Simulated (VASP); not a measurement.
A run of VASP 6.6.1 is set up as follows.

File INCAR:

```
SYSTEM = TiSi16
ALGO = Normal
EDIFF = 1E-7
ENCUT = 520
GGA = PS
ISIF = 2
ISMEAR = 0
LASPH = .True.
LCHARG = .False.
LREAL = Auto
LWAVE = .False.
NBANDS = 52
NELM = 60
PREC = Accurate
SIGMA = 0.05
```

KPOINTS

```
k-points
0
Gamma
  2 2 2
  0 0 0
```

POSCAR

```
TiSi16
1.0
    0.0000000000      5.4300000000      5.4300000000
    5.4300000000      0.0000000000      5.4300000000
    5.4300000000      5.4300000000      0.0000000000
Si Ti
16 1
Direct
    0.0006306630      0.0005404236     -0.0180569982
    0.1241365562      0.1237956722      0.1152507366
   -0.0040228361     -0.0040057090      0.4980834254
    0.1169585635      0.1175976059      0.6179484346
   -0.0016659300      0.4972395948      0.0044887661
    0.1335876611      0.6175550645      0.1233633517
   -0.0022162063      0.4811009208      0.5087482505
    0.1224311234      0.6140206262      0.6310001842
    0.4974937385     -0.0020349908      0.0046790055
    0.6173717311      0.1336000921      0.1236056169
    0.4804804788     -0.0017489871      0.5091081031
    0.6139331492      0.1223600368      0.6312594843
    0.5040087477      0.5041201657      0.0175148250
    0.6279606814      0.6276054328      0.1411616022
    0.4963455801      0.4962916206      0.5118050645
    0.6153736648      0.6159889503      0.6473110497
    0.8668337937      0.8671903315      0.3712210866
```

Potentials or basis: VASP PAW PBE potentials, release 64 (Si, Ti_sv).

Command:

```bash
$ cat potpaw_PBE.64/Si/POTCAR potpaw_PBE.64/Ti_sv/POTCAR > POTCAR
$ mpirun -np 1 vasp_std > vasp.out
```

Task: Predict the pressure.

Result: 1.9 GPa.

Task: What does it give for the band gap on the k mesh?

Result: Zero (bands 38 and 39 overlap by 0.35 eV).

Forces on the atoms (eV/Å):
```
Si   0.058  0.059 -0.062
Si   0.004  0.003 -0.015
Si   0.065  0.063  0.056
Si   0.004  0.000  0.064
Si  -0.001 -0.027 -0.025
Si   0.026 -0.049 -0.022
Si  -0.019 -0.018 -0.023
Si   0.003  0.001 -0.001
Si  -0.025 -0.001 -0.025
Si  -0.050  0.029 -0.023
Si  -0.022 -0.013 -0.020
Si   0.003  0.002 -0.002
Si  -0.059 -0.058 -0.040
Si  -0.069 -0.068 -0.053
Si  -0.048 -0.050 -0.005
Si  -0.054 -0.054  0.004
Ti   0.185  0.180  0.193
```

Caveat: the k points lie up to 0.50 Å⁻¹ apart; the PAW data sets were made with another functional, which shifts forces and pressure a little.
